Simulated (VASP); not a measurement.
## BeS: single point with HSE06

Crystal: BeS.

```
CELL_PARAMETERS angstrom
0.00000 2.42500 2.42500
2.42500 0.00000 2.42500
2.42500 2.42500 0.00000
ATOMIC_POSITIONS crystal
S 0.75000 0.75000 0.75000
Be 0.00000 0.00000 0.00000
```

```
Program                            : VASP 6.6.1
Task                               : single point
Functional                         : HSE06
Potentials or basis                : VASP PAW PBE potentials, release 64 (S, Be)
Cutoff                             : 520 eV
k mesh                             : 6 × 6 × 6
Occupations                        : fermi-dirac, width 0.05 eV
Spin                               : no spin polarisation
Dipole correction                  : no
Grid for exact exchange (PRECFOCK) : Normal
Further INCAR settings             : ALGO = Normal; EDIFF = 1e-06; NBANDS = 11
Screening parameter                : 0.2079 1/Å
```

```json
{"Pressure": "0.1 GPa", "Band gap on the k mesh": "4.05 eV, indirect (least direct gap 6.86 eV)"}
```

Levels at points of the mesh, in eV from the valence-band top:
| k point | band 2 | band 3 | band 4 | band 5 | band 6 | band 7 |
| --- | --- | --- | --- | --- | --- | --- |
| (0.00, 0.00, 0.00) | 0.00 | 0.00 | 0.00 | 6.86 | 6.86 | 6.86 |
| (0.50, 0.00, 0.00) | -6.36 | -1.12 | -1.12 | 6.61 | 7.77 | 7.77 |
| (0.50, 0.50, 0.00) | -5.54 | -2.88 | -2.88 | 4.05 | 5.96 | 14.52 |

It took 8.3 min on 1 thread of Intel(R) Xeon(R) Platinum 8259CL CPU @ 2.50GHz (Skylake/Cascade Lake) (shared host), peak memory 0.26 GiB.

Caveat: the PAW data sets were made with another functional, which shifts forces and pressure a little. A k mesh can miss the band edges.
